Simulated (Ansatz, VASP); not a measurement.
**Two plane-wave programs on Nb2BiN**

```
CELL_PARAMETERS angstrom
1.72649 0.99679 5.63871
-1.72649 0.99679 5.63871
0.00000 -1.99358 5.63871
ATOMIC_POSITIONS crystal
Nb 0.75000 0.75000 0.75000
Nb 0.25000 0.25000 0.25000
Bi 0.50000 0.50000 0.50000
N 0.00000 0.00000 0.00000
```

Alike in both runs: task relaxation of cell and atoms; functional PBEsol; k mesh 6 × 6 × 6; occupations gaussian, width 0.1 eV; no spin polarisation.

|  | VASP | Ansatz |
| --- | --- | --- |
| version | VASP 6.6.1 | Ansatz 0.2.0 |
| potentials or method | VASP PAW PBE potentials, release 64 (Nb_sv, Bi_d, N), cutoff 600 eV | scalar-relativistic, plane waves, PAW |
| valence electrons in the cell | 46 | 46 |

```csv
,VASP,Ansatz,Ansatz less VASP
"gap on the k mesh at the Fermi level, each at its own relaxed structure (eV)",none,none,-
relaxed volume (Å³/atom),16.50,16.55,+0.054
relaxed cell length with the largest relative difference (Å),6.967,6.972,+0.0055
```

VASP's potentials were made for PBE, not for PBEsol. A gap of «none» marks a metal or a gap that the smearing closes.

Spin-orbit coupling is off throughout.
